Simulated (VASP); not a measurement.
Input of a VASP 6.6.1 run:

File POSCAR:

```
CdSe
1.0
    0.0000000000      2.3291214995      2.3291214995
    2.3291214995      0.0000000000      2.3291214995
    2.3291214995      2.3291214995      0.0000000000
Cd Se
1 1
Direct
    0.0000000000      0.0000000000      0.0000000000
    0.5000000000      0.5000000000      0.5000000000
```

File INCAR.step1:

```
SYSTEM = CdSe
ALGO     = Normal         ! electronic algorithm
EDIFF    = 1E-4           ! SCF threshold, eV
ENCUT    = 520            ! plane-wave cutoff, eV
GGA      = PE             ! functional
ISMEAR   = -1             ! smearing method
LASPH    = .True.         ! aspherical terms in the spheres
LCHARG   = .False.        ! write CHGCAR
LREAL    = .False.        ! projectors in reciprocal space
LWAVE    = .True.         ! write WAVECAR
NBANDS   = 16             ! bands
NELM     = 80             ! most SCF steps
PREC     = Accurate       ! precision mode
SIGMA    = 0.05           ! smearing width, eV
```

The input INCAR.step2:

```
SYSTEM = CdSe
ALGO     = Normal         ! electronic algorithm
EDIFF    = 1E-6           ! SCF threshold, eV
ENCUT    = 520            ! plane-wave cutoff, eV
ISIF     = 2              ! what is computed and relaxed
ISMEAR   = -1             ! smearing method
ISTART   = 1            
IVDW     = 12             ! dispersion correction
LASPH    = .True.         ! aspherical terms in the spheres
LCHARG   = .False.        ! write CHGCAR
LMIXTAU  = .True.       
LREAL    = .False.        ! projectors in reciprocal space
LWAVE    = .False.        ! write WAVECAR
METAGGA  = R2SCAN         ! meta-GGA
NBANDS   = 16             ! bands
NELM     = 80             ! most SCF steps
PREC     = Accurate       ! precision mode
SIGMA    = 0.05           ! smearing width, eV
VDW_A1   = 0.49484001   
VDW_A2   = 5.73083694   
VDW_S6   = 1.0          
VDW_S8   = 0.78981345
```

File KPOINTS:

```
k-points
0
Gamma
  12 12 12
  0 0 0
```

Potentials or basis: VASP PAW PBE potentials, release 64 (Cd, Se).

Launch:

```bash
$ cat potpaw_PBE.64/Cd/POTCAR potpaw_PBE.64/Se/POTCAR > POTCAR
$ cp INCAR.step1 INCAR
$ mpirun -np 1 vasp_std > vasp.out
$ cp INCAR.step2 INCAR
$ mpirun -np 1 vasp_std > vasp.out
```

(1) Predict the dispersion energy per atom.

(2) Estimate the band gap on the k mesh.

(3) Estimate the pressure.

## Answers

(1) -0.345 eV.

(2) zero (band 9 reaches 10.64 eV, above the bottom of band 10 at 9.93 eV).

(3) 169.9 GPa.

Caveat: three body term missing; the PAW data sets were made with another functional, which shifts forces and pressure a little; pairwise dispersion overbinds metals, which lowers pressure and volume.
